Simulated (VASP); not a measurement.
Runs of VASP 6.6.1 on Te. The structure is that of space group Fd-3m (No. 227), or close to it. The cells are those of the table. This isn't the form of Te at room conditions, which is trigonal, of chains.

```tsv
task	cell	k mesh	cutoff (eV)	gap on the mesh (eV)	pressure (GPa)
single point	a = 4.992 Å, angles 60.0°, 2 atoms	9 × 9 × 9	520	none	0.0
single point	a = 4.992 Å, angles 60.0°, 2 atoms	13 × 13 × 13	520	none	0.0
single point	a = 5.058 Å, angles 60.0°, 2 atoms	9 × 9 × 9	520	none	-1.1
relaxation of cell and atoms	relaxed from a = 4.793 Å, angles 60.0°, 2 atoms	8 × 8 × 8	600	none	0.0
single point	a = 4.784 Å, angles 60.0°, 2 atoms	9 × 9 × 9	520	none	(a)
```

Alike in all rows: level PBEsol; potentials or basis VASP PAW PBE potentials, release 64 (Te); no spin polarisation; smearing fermi-dirac 0.1 eV.

Q: Fill in the values left out.

A: (a) 5.2.

Caveats: the PAW data sets were made with another functional, which shifts forces and pressure a little; spin-orbit coupling is left out, which moves the levels of the heavy elements; the cell stands under pressure (at least some runs).

A k mesh can miss the band edges, and the runs leave out spin-orbit coupling on Te.

A gap of «none» marks levels without a gap at the run's occupations.
